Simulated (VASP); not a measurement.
# Na (Im-3m) in VASP: density of states with PBEsol

Aim: the density of states of Na with PBEsol.

All numbers are computed with VASP 6.6.1; they aren't measurements. Logs are shortened: lines on timing, memory, paths and dates and some standing lists are left out, and cuts for length are marked.

### Step 1. The cell of the first run

Symmetry: Im-3m, No. 229, cubic system. The conventional cell has a = 4.169 Å, b = 4.169 Å, c = 4.169 Å, α = 90.00°, β = 90.00°, γ = 90.00°. Na (site symmetry m-3m) has 14 Na at 3.61 to 4.17 Å within 4.7 Å.

### Step 2. Density of states, PBEsol

File POSCAR:

```
Na
1.0
   -2.0845825934      2.0845825934      2.0845825934
    2.0845825934     -2.0845825934      2.0845825934
    2.0845825934      2.0845825934     -2.0845825934
Na
1
Direct
    0.0000000000      0.0000000000      0.0000000000
```

File INCAR.step1:

```
PREC = Accurate
ENCUT = 520
EDIFF = 1E-6
ISMEAR = 0
SIGMA = 0.1
LREAL = False
LASPH = True
NELM = 80
ALGO = Normal
ISIF = 2
LWAVE = False
LCHARG = True
GGA = PS
NBANDS = 10
```

File KPOINTS.step1:

```
regular mesh
0
Gamma
  14 14 14
```

File INCAR.step2:

```
PREC = Accurate
ENCUT = 520
EDIFF = 1E-6
ISMEAR = -5
SIGMA = 0.1
LREAL = False
LASPH = True
NELM = 80
ALGO = Normal
ISIF = 2
LWAVE = False
LCHARG = False
GGA = PS
LORBIT = 11
NEDOS = 2001
ICHARG = 11
```

File KPOINTS.step2:

```
regular mesh
0
Gamma
  21 21 21
```

Potentials or basis: VASP PAW PBE potentials, release 64 (Na_pv).

On the command line:

```bash
> cat potpaw_PBE.64/Na_pv/POTCAR > POTCAR
> cp INCAR.step1 INCAR
> cp KPOINTS.step1 KPOINTS
> mpirun -np 1 vasp_std > vasp.out
> cp INCAR.step2 INCAR
> cp KPOINTS.step2 KPOINTS
> mpirun -np 1 vasp_std > vasp.out
```

OUTCAR:

```text
PREC = Accurate
   ENCUT = 520
   EDIFF = 1E-6
   ISMEAR = -5
   LREAL = False
   LASPH = True
   NELM = 80
   ISIF = 2
   GGA = PS
   LORBIT = 11
   ICHARG = 11

 ion  position               nearest neighbor table
   1  0.000  0.000  0.000-

  LATTYP: Found a body centered cubic cell.
 ALAT       =     4.1691651868

  Lattice vectors:

 A1 = (  -2.0845825934,   2.0845825934,   2.0845825934)
 A2 = (   2.0845825934,  -2.0845825934,   2.0845825934)
 A3 = (   2.0845825934,   2.0845825934,  -2.0845825934)

Analysis of symmetry for initial positions (statically):
=====================================================================
 Subroutine PRICEL returns:
 Original cell was already a primitive cell.

 Routine SETGRP: Setting up the symmetry group for a
 body centered cubic supercell.

 Subroutine GETGRP returns: Found 48 space group operations
 (whereof 48 operations were pure point group operations)
 out of a pool of 48 trial point group operations.

The static configuration has the point symmetry O_h .

Analysis of symmetry for dynamics (positions and initial velocities):
=====================================================================
 Subroutine PRICEL returns:
 Original cell was already a primitive cell.

 Routine SETGRP: Setting up the symmetry group for a
 body centered cubic supercell.

 Subroutine GETGRP returns: Found 48 space group operations
 (whereof 48 operations were pure point group operations)
 out of a pool of 48 trial point group operations.

The dynamic configuration has the point symmetry O_h .

 Subroutine INISYM returns: Found 48 space group operations
 (whereof 48 operations are pure point group operations),
 and found     1 'primitive' translations

----------------------------------------------------------------------------------------

                                     Primitive cell

  volume of cell :      36.2341

  direct lattice vectors                    reciprocal lattice vectors
    -2.084582593  2.084582593  2.084582593     0.000000000  0.239856171  0.239856171
     2.084582593 -2.084582593  2.084582593     0.239856171  0.000000000  0.239856171
     2.084582593  2.084582593 -2.084582593     0.239856171  0.239856171  0.000000000

  length of vectors
     3.610602964  3.610602964  3.610602964     0.339207851  0.339207851  0.339207851

  position of ions in fractional coordinates (direct lattice)
     0.000000000  0.000000000  0.000000000

  ion indices of the primitive-cell ions
   primitive index   ion index
                 1           1

----------------------------------------------------------------------------------------

 KPOINTS: regular mesh

Automatic generation of k-mesh.
 Grid dimensions read from file:
 generate k-points for:   21   21   21

 Generating k-lattice:

  Cartesian coordinates                     Fractional coordinates (reciprocal lattice)
     0.000000000  0.011421722  0.011421722     0.047619048  0.000000000  0.000000000
     0.011421722  0.000000000  0.011421722     0.000000000  0.047619048  0.000000000
     0.011421722  0.011421722  0.000000000     0.000000000  0.000000000  0.047619048

  Length of vectors
     0.016152755  0.016152755  0.016152755

  Shift w.r.t. Gamma in fractional coordinates (k-lattice)
     0.000000000  0.000000000  0.000000000

 TETIRR: Found  10986 inequivalent tetrahedra from    55566

 Subroutine IBZKPT returns following result:
 ===========================================

 Found    286 irreducible k-points:

 Following reciprocal coordinates:
            Coordinates               Weight
  0.000000  0.000000  0.000000      1.000000
  0.047619  0.000000  0.000000     12.000000
  0.095238  0.000000  0.000000     12.000000
  0.142857  0.000000  0.000000     12.000000
  0.190476  0.000000  0.000000     12.000000
  0.238095  0.000000  0.000000     12.000000
[... 16 lines left out ...]
  0.142857  0.095238 -0.000000     48.000000
  0.190476  0.095238 -0.000000     48.000000
 [... further k-points ...]
   k-points           NKPTS =    286   k-points in BZ     NKDIM =    286   number of bands    NBANDS=      7
   number of dos      NEDOS =   2001   number of ions     NIONS =      1
   total plane-waves  NPLWV =  21952
   dimension x,y,z NGX =    28 NGY =   28 NGZ =   28
   dimension x,y,z NGXF=    56 NGYF=   56 NGZF=   56
   ions per type =               1
   NGX,Y,Z   is equivalent  to a cutoff of  12.89, 12.89, 12.89 a.u.
   NGXF,Y,Z  is equivalent  to a cutoff of  25.78, 25.78, 25.78 a.u.
 SYSTEM =  unknown system
   PREC   = accura    normal or accurate (medium, high low for compatibility)
   ISTART =      0    job   : 0-new  1-cont  2-samecut
   ICHARG =     11    charge: 1-file 2-atom 10-const
   ISPIN  =      1    spin polarized calculation?
   LNONCOLLINEAR =      F non collinear calculations
   LSORBIT =      F    spin-orbit coupling
   LASPH  =      T    aspherical Exc in radial PAW
   ENCUT  =  520.0 eV  38.22 Ry    6.18 a.u.   6.71  6.71  6.71*2*pi/ulx,y,z
   NELM   =     80;   NELMIN=  2; NELMDL=  0     # of ELM steps
   EDIFF  = 0.1E-05   stopping-criterion for ELM
   LREAL  =      F    real-space projection
   EDIFFG = 0.1E-04   stopping-criterion for IOM
   NSW    =      0    number of steps for IOM
   IBRION =     -1    ionic relax: 0-MD 1-quasi-New 2-CG
   NFREE  =      0    steps in history (QN), initial steepest desc. (CG)
   ISIF   =      2    stress and relaxation
   ISYM   =      2    0-nonsym 1-usesym 2-fastsym
   POTIM  = 0.5000    time-step for ionic-motion
   TEBEG  =    0.0;   TEEND  =   0.0 temperature during run
   PSTRESS=    0.0 pullay stress
   NELECT =       7.0000    total number of electrons
   NUPDOWN=      -1.0000    fix difference up-down
   EMIN   =  10.00;   EMAX   =-10.00  energy-range for DOS
   EFERMI =   0.00;   METHOD = LEGACY
   ISMEAR =    -5;   SIGMA  =   0.10  broadening in eV -4-tet -1-fermi 0-gaus
   EFERMI_NEDOS =   21; number of points for ismear=-14 and -15
   IALGO  =     38    algorithm
   IMIX   =      4    mixing-type and parameters
     AMIX     =   0.40;   BMIX     =  1.00
     AMIX_MAG =   1.60;   BMIX_MAG =  1.00
  volume/ion in A,a.u.               =      36.23       244.52
  Fermi-wavevector in a.u.,A,eV,Ry     =   0.946386  1.788411 12.186016  0.895647
  Thomas-Fermi vector in A             =   2.074379
   LORBIT       =     11    0 simple, 1 ext, 2 COOP (PROOUT), +10 PAW based schemes
   GGA     = PS    functional components
   LHFCALC =     F    Hartree Fock is set to
   AEXX    =    0.0000 exact exchange contribution
   IVDW    =     0    specifies the selected vdW correction
   LEPSILON=     F    determine dielectric tensor
   LRPA    =     F    only Hartree local field effects (RPA)
 non-spin polarized calculation
 Fermi weights with tetrahedron method with Bloechl corrections
  energy-cutoff  :      520.00
  volume of cell :       36.23
 maximum number of plane-waves:       989

 number of electron       6.9999995 magnetization

 Free energy of the ion-electron system (eV)
  ---------------------------------------------------
  ext. energy  EPLUGINS =         0.00000000
  ---------------------------------------------------
  free energy    TOTEN  =        -1.39933790 eV

  energy without entropy =       -1.39933790  energy(sigma->0) =       -1.39933790

 E-fermi :   0.3912     XC(G=0):  -6.5616

 val. band max:        0.3424808375   @ k =   0.3810   0.0952   0.0000
 cond. band min:       0.3806853037   @ k =  -0.4286   0.4286   0.0952
 fundamental gap:      0.0382044662
 Fermi energy:         0.3911853624

 k-point     1 :       0.0000    0.0000    0.0000
  band No.  band energies     occupation
      1     -24.3964      2.00000
      2     -24.3964      2.00000
      3     -24.3964      2.00000
      4      -2.9553      2.00000
      5      12.2522      0.00000
      6      12.2522      0.00000
      7      12.2522      0.00000

 k-point     2 :       0.0476    0.0000    0.0000
  band No.  band energies     occupation
      1     -24.3973      2.00000
      2     -24.3967      2.00000
      3     -24.3964      2.00000
      4      -2.9146      2.00000
      5      11.6400      0.00000
      6      11.9389      0.00000
      7      12.0825      0.00000

 k-point     3 :       0.0952    0.0000    0.0000
  band No.  band energies     occupation
      1     -24.3999      2.00000
      2     -24.3976      2.00000
      3     -24.3964      2.00000
      4      -2.7929      2.00000
      5      10.4193      0.00000
      6      11.3699      0.00000
      7      11.7130      0.00000

 k-point     4 :       0.1429    0.0000    0.0000
  band No.  band energies     occupation
      1     -24.4039      2.00000
      2     -24.3989      2.00000
      3     -24.3964      2.00000
      4      -2.5907      2.00000
      5       9.1540      0.00000
      6      10.7981      0.00000
      7      11.3026      0.00000

 k-point     5 :       0.1905    0.0000    0.0000
  band No.  band energies     occupation
      1     -24.4090      2.00000
      2     -24.4006      2.00000
      3     -24.3964      2.00000
      4      -2.3091      2.00000
      5       7.9257      0.00000
      6      10.2781      0.00000
      7      10.9143      0.00000
[... 161 lines left out ...]
 k-point    22 :       0.0952    0.0952    0.0000
  band No.  band energies     occupation
      1     -24.4062      2.00000
      2     -24.3988      2.00000
      3     -24.3973      2.00000
      4      -2.4698      2.00000
      5       9.0148      0.00000
      6       9.5150      0.00000
      7      10.9997      0.00000

 k-point    23 :       0.1429    0.0952   -0.0000
  band No.  band energies     occupation
      1     -24.4108      2.00000
      2     -24.4004      2.00000
      3     -24.3975      2.00000
      4      -2.1888      2.00000
      5       7.9488      0.00000
      6       8.8780      0.00000
      7      10.5764      0.00000

 k-point    24 :       0.1905    0.0952   -0.0000
  band No.  band energies     occupation
      1     -24.4159      2.00000
      2     -24.4024      2.00000
      3     -24.3976      2.00000
      4      -1.8299      2.00000
      5       6.8177      0.00000
      6       8.4143      0.00000
      7      10.1943      0.00000

 [... further k-points ...]

------------------------ aborting loop because EDIFF is reached ----------------------------------------

  FORCE on cell =-STRESS in cart. coord.  units (eV):
  Direction    XX          YY          ZZ          XY          YZ          ZX
  --------------------------------------------------------------------------------------
  -------------------------------------------------------------------------------------
  Total        0.0034406      0.0034406      0.0034406      0.0000000      0.0000000      0.0000000
  in kB        0.1521346      0.1521346      0.1521346      0.0000000      0.0000000      0.0000000
  external PRESSURE =       0.1521346 kB  Pullay stress =       0.0000000 kB

 VOLUME and BASIS-vectors are now :
 -----------------------------------------------------------------------------
  energy-cutoff  :      520.00
  volume of cell :       36.23
      direct lattice vectors                 reciprocal lattice vectors
    -2.084582593  2.084582593  2.084582593     0.000000000  0.239856171  0.239856171
     2.084582593 -2.084582593  2.084582593     0.239856171  0.000000000  0.239856171
     2.084582593  2.084582593 -2.084582593     0.239856171  0.239856171  0.000000000

 POSITION                                       TOTAL-FORCE (eV/Angst)
 -----------------------------------------------------------------------------------
      0.00000      0.00000      0.00000         0.000000     -0.000000      0.000000
 -----------------------------------------------------------------------------------
    total drift:                                0.000000     -0.000000     -0.000000

  FREE ENERGIE OF THE ION-ELECTRON SYSTEM (eV)
  ---------------------------------------------------
  free  energy   TOTEN  =        -1.3993379015 eV

  energy  without entropy=       -1.3993379015  energy(sigma->0) =       -1.39933790

 total charge

# of ion       s       p       d       tot
------------------------------------------
    1        0.098   5.967   0.000   6.065
```

Wall time 73 s (1 thread of Intel Xeon Platinum 8259CL at 2.50GHz (Skylake/Cascade Lake), shared host); peak memory 0.18 GiB.

Results:

```yaml
Valence_electrons_inside_the_program's_atomic_spheres: Na 6.07
```

Levels at points of the mesh, in eV from the Fermi level:
```
           k point  band 1  band 2  band 3  band 4  band 5  band 6  band 7
(0.00, 0.00, 0.00)  -24.79  -24.79  -24.79   -3.35   11.86   11.86   11.86
```

Caveat: the PAW data sets were made with another functional, which shifts forces and pressure a little; tetrahedron occupations give inexact forces and stress in metals.
